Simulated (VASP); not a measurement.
## Hf: single point with PBE

Hf:

```
CELL_PARAMETERS angstrom
0.00000 2.22000 2.22000
2.22000 0.00000 2.22000
2.22000 2.22000 0.00000
ATOMIC_POSITIONS crystal
Hf 0.00000 0.00000 0.00000
```

```json
{"Program": "VASP 6.6.1", "Task": "single point", "Functional": "PBE", "Potentials or basis": "VASP PAW PBE potentials, release 64 (Hf_pv)", "Cutoff": "500 eV", "k mesh": "8 × 8 × 8", "Occupations": "gaussian, width 0.1 eV", "Spin": "no spin polarisation"}
```

```yaml
Pressure: 2.8 GPa
Band_gap_on_the_k_mesh: zero (band 5 reaches 6.30 eV, above the bottom of band 6 at 4.49 eV)
```

Levels at points of the mesh, in eV from the Fermi level:
```tsv
k point	band 3	band 4	band 5	band 6	band 7	band 8
(0.00, 0.00, 0.00)	-29.96	-7.30	1.39	1.39	1.39	4.26
(0.50, 0.00, 0.00)	-30.07	-3.72	0.64	1.16	1.16	6.44
(0.50, 0.50, 0.00)	-30.27	-3.36	-2.23	2.62	6.46	7.08
```

Wall time 8 s on 1 thread of AMD EPYC 7R13 Processor (Zen 3), with other jobs on the host, peak memory 0.11 GiB.

Caveat: spin-orbit coupling is left out, which moves the levels of the heavy elements.
